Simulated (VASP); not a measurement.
## Ga: single point with r2SCAN

The system is Ga.

```
Ga
1.0
     2.97620    0.00000    0.00000
    -1.48810    2.57746    0.00000
     0.00000    0.00000    4.69825
Ga
2
Direct
  0.33333 0.66667 0.25000
  0.66667 0.33333 0.75000
```

```yaml
Program: VASP 6.6.1
Task: single point
Functional: r2SCAN
Potentials_or_basis: VASP PAW PBE potentials, release 64 (Ga_d)
Cutoff: 520 eV
k_mesh: 6 × 6 × 4
Occupations: fermi-dirac, width 0.1 eV
Spin: no spin polarisation
Dipole_correction: no
Further_INCAR_settings: ALGO = Normal; EDIFF = 1e-07; NBANDS = 20
```

* Pressure: 0.3 GPa
* Band gap on the k mesh: zero (band 13 reaches 11.04 eV, above the bottom of band 14 at 2.42 eV)

Stress tensor (GPa, compression positive):
```
-1.11  0.00  0.00
 0.00 -1.11  0.00
 0.00  0.00  3.01
```

Levels at points of the mesh, in eV from the Fermi level:
```
           k point  band 9  band 10  band 11  band 12  band 13  band 14  band 15  band 16  band 17  band 18
(0.00, 0.00, 0.00)  -15.49   -15.49   -12.29    -4.99    -4.56     9.84     9.84    12.05    12.05    14.29
(0.50, 0.00, 0.00)  -15.47   -15.46    -6.45    -5.65     0.75     0.76     0.76     3.18     4.69     8.46
(0.00, 0.00, 0.50)  -15.54   -15.54   -10.43   -10.43     4.39     4.39    11.25    11.25    11.25    11.25
(0.50, 0.00, 0.50)  -15.47   -15.47    -4.67    -4.67    -3.73    -3.73     6.66     6.66     8.19     8.19
```

It took 36 s on 1 thread of Intel(R) Xeon(R) Platinum 8488C (Sapphire Rapids), with other jobs on the host, peak memory 0.16 GiB.

Caveat: the k points lie up to 0.41 Å⁻¹ apart; the PAW data sets were made with another functional, which shifts forces and pressure a little.
